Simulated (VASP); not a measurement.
# Ta2Si (I4/mcm) in VASP: a series of runs

The runs below take Ta2Si through single point, with PBEsol.

All numbers are computed with VASP 6.6.1; they aren't measurements. Logs are shortened: lines on timing, memory, paths and dates and some standing lists are left out, and cuts for length are marked.

### Step 1. The cell of the first run

The structure is tetragonal, space group I4/mcm (No. 140). Conventional cell: a = 6.176 Å, b = 6.176 Å, c = 5.047 Å, α = 90.00°, β = 90.00°, γ = 90.00°. Within 3.5 Å of Ta (site symmetry m2m) lie 4 Si at 2.63 Å and 11 Ta at 2.86 to 3.27 Å. Within 3.3 Å of Si (site symmetry 422) lie 2 Si at 2.52 Å and 8 Ta at 2.63 Å.

### Step 2. Single point, PBEsol

The input, INCAR:

```
  PREC = Accurate
  ENCUT = 520
  EDIFF = 1E-6
  ISMEAR = 0
  SIGMA = 0.1
  LREAL = False
  LASPH = True
  NELM = 80
  ALGO = Fast
  ISIF = 2
  LWAVE = False
  LCHARG = True
  GGA = PS
  LELF = True
  LVHAR = True
  NBANDS = 35
```

The input, KPOINTS:

```
regular mesh
0
Gamma
  10 10 10
```

The input, POSCAR:

```
Ta2Si
1.0
   -3.0877629443      3.0877629443      2.5236412193
    3.0877629443     -3.0877629443      2.5236412193
    3.0877629443      3.0877629443     -2.5236412193
Ta Si
4 2
Direct
    0.6635932100      0.8364067900      0.5000000000
    0.8364067900      0.3364067900      0.1728135800
    0.3364067900      0.1635932100      0.5000000000
    0.1635932100      0.6635932100      0.8271864200
    0.2500000000      0.2500000000      0.0000000000
    0.7500000000      0.7500000000      0.0000000000
```

Potentials or basis: VASP PAW PBE potentials, release 64 (Ta_pv, Si).

The run is started by

```bash
> cat potpaw_PBE.64/Ta_pv/POTCAR potpaw_PBE.64/Si/POTCAR > POTCAR
> mpirun -np 1 vasp_std > vasp.out
```

OUTCAR:

```text
PREC = Accurate
   ENCUT = 520
   EDIFF = 1E-6
   ISMEAR = 0
   LREAL = False
   LASPH = True
   NELM = 80
   ISIF = 2
   GGA = PS

 ion  position               nearest neighbor table
   1  0.664  0.836  0.500-   5 2.63   5 2.63   6 2.63   6 2.63   3 2.86   3 2.94   3 2.94   2 3.23
                             4 3.23   4 3.23   2 3.23   4 3.27   2 3.27   4 3.27   2 3.27
   2  0.836  0.336  0.173-   6 2.63   5 2.63   5 2.63   6 2.63   4 2.86   4 2.94   4 2.94   1 3.23
                             3 3.23   3 3.23   1 3.23   1 3.27   3 3.27   3 3.27   1 3.27
   3  0.336  0.164  0.500-   6 2.63   6 2.63   5 2.63   5 2.63   1 2.86   1 2.94   1 2.94   2 3.23
                             4 3.23   4 3.23   2 3.23   4 3.27   2 3.27   2 3.27   4 3.27
   4  0.164  0.664  0.827-   6 2.63   5 2.63   5 2.63   6 2.63   2 2.86   2 2.94   2 2.94   3 3.23
                             1 3.23   1 3.23   3 3.23   3 3.27   1 3.27   1 3.27   3 3.27
   5  0.250  0.250  0.000-   6 2.52   6 2.52   1 2.63   1 2.63   3 2.63   4 2.63   3 2.63   2 2.63
                             4 2.63   2 2.63
   6  0.750  0.750  0.000-   5 2.52   5 2.52   3 2.63   3 2.63   1 2.63   1 2.63   4 2.63   2 2.63
                             4 2.63   2 2.63

  LATTYP: Found a body centered tetragonal cell.
 ALAT       =     6.1755258886
 C/A-ratio  =     0.8173040693

  Lattice vectors:

 A1 = (  -3.0877629443,   3.0877629443,   2.5236412193)
 A2 = (   3.0877629443,  -3.0877629443,   2.5236412193)
 A3 = (   3.0877629443,   3.0877629443,  -2.5236412193)

Analysis of symmetry for initial positions (statically):
=====================================================================
 Subroutine PRICEL returns:
 Original cell was already a primitive cell.

 Routine SETGRP: Setting up the symmetry group for a
 body centered tetragonal supercell.

 Subroutine GETGRP returns: Found 16 space group operations
 (whereof  8 operations were pure point group operations)
 out of a pool of 16 trial point group operations.

The static configuration has the point symmetry C_4h.
 The point group associated with its full space group is D_4h.

Analysis of symmetry for dynamics (positions and initial velocities):
=====================================================================
 Subroutine PRICEL returns:
 Original cell was already a primitive cell.

 Routine SETGRP: Setting up the symmetry group for a
 body centered tetragonal supercell.

 Subroutine GETGRP returns: Found 16 space group operations
 (whereof  8 operations were pure point group operations)
 out of a pool of 16 trial point group operations.

The dynamic configuration has the point symmetry C_4h.
 The point group associated with its full space group is D_4h.

 Subroutine INISYM returns: Found 16 space group operations
 (whereof  8 operations are pure point group operations),
 and found     1 'primitive' translations

----------------------------------------------------------------------------------------

                                     Primitive cell

  volume of cell :      96.2444

  direct lattice vectors                    reciprocal lattice vectors
    -3.087762944  3.087762944  2.523641219     0.000000000  0.161929529  0.198126420
     3.087762944 -3.087762944  2.523641219     0.161929529  0.000000000  0.198126420
     3.087762944  3.087762944 -2.523641219     0.161929529  0.161929529  0.000000000

  length of vectors
     5.043542902  5.043542902  5.043542902     0.255881322  0.255881322  0.229002936

  position of ions in fractional coordinates (direct lattice)
     0.663593210  0.836406790  0.500000000
     0.836406790  0.336406790  0.172813580
     0.336406790  0.163593210  0.500000000
     0.163593210  0.663593210  0.827186420
     0.250000000  0.250000000  0.000000000
     0.750000000  0.750000000  0.000000000

  ion indices of the primitive-cell ions
   primitive index   ion index
                 1           1
                 2           2
                 3           3
                 4           4
                 5           5
                 6           6

----------------------------------------------------------------------------------------

 KPOINTS: regular mesh

Automatic generation of k-mesh.
 Grid dimensions read from file:
 generate k-points for:   10   10   10

 Generating k-lattice:

  Cartesian coordinates                     Fractional coordinates (reciprocal lattice)
     0.000000000  0.016192953  0.019812642     0.100000000  0.000000000 -0.000000000
     0.016192953  0.000000000  0.019812642     0.000000000  0.100000000 -0.000000000
     0.016192953  0.016192953  0.000000000     0.000000000  0.000000000  0.100000000

  Length of vectors
     0.025588132  0.025588132  0.022900294

  Shift w.r.t. Gamma in fractional coordinates (k-lattice)
     0.000000000  0.000000000  0.000000000

 Subroutine IBZKPT returns following result:
 ===========================================

 Found    102 irreducible k-points:

 Following reciprocal coordinates:
            Coordinates               Weight
  0.000000  0.000000  0.000000      1.000000
  0.100000  0.000000 -0.000000      8.000000
  0.200000  0.000000 -0.000000      8.000000
  0.300000  0.000000 -0.000000      8.000000
  0.400000  0.000000 -0.000000      8.000000
  0.500000  0.000000 -0.000000      4.000000
[... 16 lines left out ...]
  0.300000  0.300000 -0.000000      8.000000
  0.400000  0.300000 -0.000000     16.000000
 [... further k-points ...]
   k-points           NKPTS =    102   k-points in BZ     NKDIM =    102   number of bands    NBANDS=     35
   number of dos      NEDOS =    301   number of ions     NIONS =      6
   total plane-waves  NPLWV =  64000
   dimension x,y,z NGX =    40 NGY =   40 NGZ =   40
   dimension x,y,z NGXF=    80 NGYF=   80 NGZF=   80
   ions per type =               4   2
   NGX,Y,Z   is equivalent  to a cutoff of  13.18, 13.18, 13.18 a.u.
   NGXF,Y,Z  is equivalent  to a cutoff of  26.37, 26.37, 26.37 a.u.
 SYSTEM =  unknown system
   PREC   = accura    normal or accurate (medium, high low for compatibility)
   ISTART =      0    job   : 0-new  1-cont  2-samecut
   ICHARG =      2    charge: 1-file 2-atom 10-const
   ISPIN  =      1    spin polarized calculation?
   LNONCOLLINEAR =      F non collinear calculations
   LSORBIT =      F    spin-orbit coupling
   LASPH  =      T    aspherical Exc in radial PAW
   ENCUT  =  520.0 eV  38.22 Ry    6.18 a.u.   9.38  9.38  9.38*2*pi/ulx,y,z
   NELM   =     80;   NELMIN=  2; NELMDL= -5     # of ELM steps
   EDIFF  = 0.1E-05   stopping-criterion for ELM
   LREAL  =      F    real-space projection
   EDIFFG = 0.1E-04   stopping-criterion for IOM
   NSW    =      0    number of steps for IOM
   IBRION =     -1    ionic relax: 0-MD 1-quasi-New 2-CG
   NFREE  =      0    steps in history (QN), initial steepest desc. (CG)
   ISIF   =      2    stress and relaxation
   ISYM   =      2    0-nonsym 1-usesym 2-fastsym
   POTIM  = 0.5000    time-step for ionic-motion
   TEBEG  =    0.0;   TEEND  =   0.0 temperature during run
   PSTRESS=    0.0 pullay stress
   NELECT =      52.0000    total number of electrons
   NUPDOWN=      -1.0000    fix difference up-down
   EMIN   =  10.00;   EMAX   =-10.00  energy-range for DOS
   EFERMI =   0.00;   METHOD = LEGACY
   ISMEAR =     0;   SIGMA  =   0.10  broadening in eV -4-tet -1-fermi 0-gaus
   EFERMI_NEDOS =   21; number of points for ismear=-14 and -15
   IALGO  =     68    algorithm
   IMIX   =      4    mixing-type and parameters
     AMIX     =   0.40;   BMIX     =  1.00
     AMIX_MAG =   1.60;   BMIX_MAG =  1.00
  volume/ion in A,a.u.               =      16.04       108.25
  Fermi-wavevector in a.u.,A,eV,Ry     =   1.333370  2.519705 24.189476  1.777876
  Thomas-Fermi vector in A             =   2.462234
   LORBIT       =      0    0 simple, 1 ext, 2 COOP (PROOUT), +10 PAW based schemes
   GGA     = PS    functional components
   LHFCALC =     F    Hartree Fock is set to
   AEXX    =    0.0000 exact exchange contribution
   IVDW    =     0    specifies the selected vdW correction
   LEPSILON=     F    determine dielectric tensor
   LRPA    =     F    only Hartree local field effects (RPA)
 non-spin polarized calculation
 RMM-DIIS sequential band-by-band and
 Gauss-broadening in eV      SIGMA  =   0.10
  energy-cutoff  :      520.00
  volume of cell :       96.24
 maximum number of plane-waves:      2618
 NGX is ok and might be reduce to    40
   NGX = 19   NGY = 19   NGZ = 19

 number of electron      52.0000001 magnetization

 Free energy of the ion-electron system (eV)
  ---------------------------------------------------
  ext. energy  EPLUGINS =         0.00000000
  ---------------------------------------------------
  free energy    TOTEN  =       -65.30535284 eV

  energy without entropy =      -65.28959900  energy(sigma->0) =      -65.29747592

 E-fermi :   7.4127     XC(G=0): -12.5292

 val. band max:        7.3962579439   @ k =  -0.4000   0.4000   0.4000
 cond. band min:       7.4201481918   @ k =  -0.4000   0.4000   0.1000
 fundamental gap:      0.0238902479
 Fermi energy:         7.4126869389

 k-point     1 :       0.0000    0.0000    0.0000
  band No.  band energies     occupation
      1     -27.0935      2.00000
      2     -27.0935      2.00000
      3     -27.0774      2.00000
      4     -27.0340      2.00000
      5     -27.0340      2.00000
      6     -26.9973      2.00000
[... 27 lines left out ...]
     34      11.7838      0.00000
     35      12.9386      0.00000

 k-point     2 :       0.1000    0.0000   -0.0000
  band No.  band energies     occupation
      1     -27.1173      2.00000
      2     -27.1164      2.00000
      3     -27.0821      2.00000
      4     -27.0110      2.00000
      5     -27.0068      2.00000
      6     -26.9980      2.00000
[... 27 lines left out ...]
     34      11.5385      0.00000
     35      12.7104      0.00000
[... 796 lines left out ...]
     34      10.9689      0.00000
     35      11.9715      0.00000

 k-point    24 :       0.4000    0.3000   -0.0000
  band No.  band energies     occupation
      1     -27.1822      2.00000
      2     -27.1182      2.00000
      3     -27.0969      2.00000
      4     -27.0225      2.00000
      5     -26.9869      2.00000
      6     -26.9289      2.00000
[... 27 lines left out ...]
     34      11.1610      0.00000
     35      11.8739      0.00000

 [... further k-points ...]

------------------------ aborting loop because EDIFF is reached ----------------------------------------

  FORCE on cell =-STRESS in cart. coord.  units (eV):
  Direction    XX          YY          ZZ          XY          YZ          ZX
  --------------------------------------------------------------------------------------
  -------------------------------------------------------------------------------------
  Total       -1.9273006     -1.9273006     -1.3016241      0.0000000     -0.0000000      0.0000000
  in kB      -32.0837056    -32.0837056    -21.6680916      0.0000000     -0.0000000      0.0000000
  external PRESSURE =     -28.6118343 kB  Pullay stress =       0.0000000 kB

 VOLUME and BASIS-vectors are now :
 -----------------------------------------------------------------------------
  energy-cutoff  :      520.00
  volume of cell :       96.24
      direct lattice vectors                 reciprocal lattice vectors
    -3.087762944  3.087762944  2.523641219     0.000000000  0.161929529  0.198126420
     3.087762944 -3.087762944  2.523641219     0.161929529  0.000000000  0.198126420
     3.087762944  3.087762944 -2.523641219     0.161929529  0.161929529  0.000000000

 POSITION                                       TOTAL-FORCE (eV/Angst)
 -----------------------------------------------------------------------------------
      2.07749      1.01027      2.52364         0.047213     -0.047213      0.000000
     -1.01027      2.07749      2.52364         0.047213      0.047213      0.000000
      1.01027      2.07749      0.00000        -0.047213      0.047213      0.000000
      4.09804      1.01027      0.00000        -0.047213     -0.047213     -0.000000
      0.00000      0.00000      1.26182         0.000000      0.000000      0.000000
      0.00000      0.00000      3.78546         0.000000      0.000000      0.000000
 -----------------------------------------------------------------------------------
    total drift:                               -0.000000     -0.000000     -0.000000

  FREE ENERGIE OF THE ION-ELECTRON SYSTEM (eV)
  ---------------------------------------------------
  free  energy   TOTEN  =       -65.3053528438 eV

  energy  without entropy=      -65.2895989962  energy(sigma->0) =      -65.29747592
```

Run time: 12 min. Hardware: 1 thread of Intel Xeon 8259CL, shared host; peak memory 0.43 GiB.

Results:

```yaml
Free_energy: -65.3054 eV
Pressure: -2.9 GPa
Largest_force: 0.067 eV/Å
Band_gap_on_the_k_mesh: zero (bands 26 and 27 overlap by 0.78 eV)
```

Forces in eV/Å, atoms in the order of the input:
```
Ta   0.047 -0.047  0.000
Ta   0.047  0.047  0.000
Ta  -0.047  0.047  0.000
Ta  -0.047 -0.047  0.000
Si   0.000  0.000  0.000
Si   0.000  0.000  0.000
```

Stress tensor (GPa, compression positive):
```
-3.21  0.00  0.00
 0.00 -3.21  0.00
 0.00  0.00 -2.17
```

Caveat: the PAW data sets were made with another functional, which shifts forces and pressure a little; spin-orbit coupling is left out, which moves the levels of the heavy elements.

### Step 3. Single point, PBEsol

The input, INCAR:

```
ALGO     = Fast           # electronic algorithm
EDIFF    = 1E-6           # SCF threshold, eV
ENCUT    = 520            # plane-wave cutoff, eV
GGA      = PS             # functional
ISIF     = 2              # what is computed and relaxed
ISMEAR   = 0              # smearing method
LASPH    = T              # aspherical terms in the spheres
LCHARG   = T              # write CHGCAR
LELF     = T              # ELF
LREAL    = F              # projectors in reciprocal space
LVHAR    = T            
LWAVE    = F              # write WAVECAR
NBANDS   = 35             # bands
NELM     = 100            # most SCF steps
PREC     = Accurate       # precision mode
SIGMA    = 0.01           # smearing width, eV
```

The input, KPOINTS:

```
k-points
0
Gamma
  10 10 10
```

POSCAR is that of step 2.

Potentials or basis: VASP PAW PBE potentials, release 64 (Ta_pv, Si).

The run is started by

```bash
> cat potpaw_PBE.64/Ta_pv/POTCAR potpaw_PBE.64/Si/POTCAR > POTCAR
> mpirun -np 1 vasp_std > vasp.out
```

Wall time 13 min (1 thread of Intel Xeon 8259CL, shared host); peak memory 0.43 GiB.

The run converged. Its results:

```
Free energy            : -65.2972 eV
Pressure               : -2.9 GPa
Largest force          : 0.057 eV/Å
Band gap on the k mesh : zero (bands 26 and 27 overlap by 0.78 eV)
```

Forces on the atoms (eV/Å):
```
Ta   0.041 -0.041  0.000
Ta   0.041  0.041  0.000
Ta  -0.041  0.041  0.000
Ta  -0.041 -0.041  0.000
Si   0.000  0.000  0.000
Si   0.000  0.000  0.000
```

Stress tensor (GPa, compression positive):
```
-3.23  0.00  0.00
 0.00 -3.23  0.00
 0.00  0.00 -2.18
```

Levels at points of the mesh, in eV from the Fermi level:
| k point | band 22 | band 23 | band 24 | band 25 | band 26 | band 27 | band 28 | band 29 | band 30 | band 31 |
| --- | --- | --- | --- | --- | --- | --- | --- | --- | --- | --- |
| (0.00, 0.00, 0.00) | -2.52 | -2.47 | -2.03 | 0.15 | 0.22 | 0.92 | 1.29 | 1.29 | 1.54 | 1.54 |
| (0.50, 0.00, 0.00) | -2.03 | -1.97 | -1.97 | -1.07 | -1.07 | 0.68 | 0.68 | 1.86 | 1.86 | 2.75 |
| (0.50, 0.50, 0.00) | -2.15 | -1.94 | -1.48 | -0.20 | -0.01 | 0.07 | 0.61 | 1.32 | 1.78 | 3.16 |
| (0.50, 0.50, 0.50) | -1.45 | -1.06 | -1.03 | -1.03 | -1.02 | -0.26 | 0.21 | 0.70 | 0.70 | 2.69 |

Caveat: the PAW data sets were made with another functional, which shifts forces and pressure a little; spin-orbit coupling is left out, which moves the levels of the heavy elements.

The gap in the log of VASP goes by the Fermi energy; the results here count the filled bands.